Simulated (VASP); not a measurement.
Input of a VASP 6.6.1 run:

File INCAR:

```
SYSTEM = LiH
PREC = Accurate
ENCUT = 520
EDIFF = 1E-8
ISMEAR = -1
SIGMA = 0.03
LREAL = .FALSE.
LASPH = .TRUE.
NELM = 100
ALGO = Normal
ISIF = 2
LWAVE = .FALSE.
LCHARG = .FALSE.
LEFG = .TRUE.
NBANDS = 9
```

KPOINTS

```
Automatic mesh
0
G
  11 11 11
  0 0 0
```

POSCAR

```
LiH
1.0
    0.0203250000      2.0426625000      2.0426625000
    2.0426625000      0.0203250000      2.0426625000
    2.0426625000      2.0426625000      0.0203250000
Li H
1 1
Direct
    0.0000000000      0.0000000000      0.0000000000
    0.5000000000      0.5000000000      0.5000000000
```

Potentials or basis: VASP PAW LDA potentials, release 64 (Li_sv, H).

Run with:

```sh
$ cat potpaw_LDA.64/Li_sv/POTCAR potpaw_LDA.64/H/POTCAR > POTCAR
$ mpirun -np 1 vasp_std > vasp.out
```

(1) Estimate the band gap on the k mesh.

## Answers

(1) 2.83 eV, indirect (the least direct gap lies 2.8 meV higher).

Caveat: the cell differs from its parent crystal (equal xy, yz and zx shear strains of +1 %); without QUAD_EFG the Cq values of the log hold for a quadrupole moment of 1 mb, not for the nuclei.
